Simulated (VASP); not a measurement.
Crystal: TiO.

```
CELL_PARAMETERS angstrom
3.60702 0.00000 0.00000
0.00000 3.60702 0.00000
0.00000 0.00000 4.49075
ATOMIC_POSITIONS crystal
Ti 0.00000 0.50000 0.00000
Ti 0.50000 0.00000 0.50000
O 0.00000 0.00000 0.25000
O 0.00000 0.00000 0.75000
```

- Program: VASP 6.6.1
- Task: relaxation of cell and atoms
- Functional: PBEsol
- Potentials or basis: VASP PAW PBE potentials, release 64 (Ti_sv, O)
- Cutoff: 600 eV
- k mesh: 8 × 8 × 8
- Occupations: gaussian, width 0.05 eV
- Spin: collinear spin
- Starting moments: [2.0, 2.0, 0.0, 0.0] μB

At the start: pressure -21.7 GPa; volume 14.61 Å³/atom.

Problem. How do energy, volume and symmetry change on relaxing?

Solution. Over 11 steps the energy falls by 478.8 meV/atom and the volume is 12.05 Å³/atom (-17.5 %); space group P4_2/mmc (No. 131, to 0.1 Å) before and after; moment 0.00 μB per cell.

Step by step:
```csv
step,energy change (eV),largest force (eV/Å),pressure (GPa),volume (Å³)
1,0.0000,0.0000,-21.73,58.43
2,-1.4214,0.0000,31.01,42.64
3,-1.7474,0.0000,8.36,46.62
4,-1.9050,0.0000,-3.30,49.02
5,-1.9128,0.0000,-1.37,48.55
6,-1.9150,0.0000,0.58,48.04
7,-1.9153,0.0000,0.10,48.17
8,-1.9153,0.0000,0.10,48.16
9,-1.9152,0.0000,0.36,48.10
10,-1.9153,0.0000,0.15,48.15
11,-1.9153,0.0000,-0.12,48.22
```

Final structure:
```
CELL_PARAMETERS angstrom
3.14730 0.00000 0.00000
0.00000 3.14730 0.00000
0.00000 0.00000 4.86792
ATOMIC_POSITIONS crystal
Ti 0.00000 0.50000 0.00000
Ti 0.50000 0.00000 0.50000
O 0.00000 0.00000 0.25000
O 0.00000 0.00000 0.75000
```

Caveat: the volume moved by over 15 % at a fixed basis, so the end points are rough; the PAW data sets were made with another functional, which shifts forces and pressure a little.
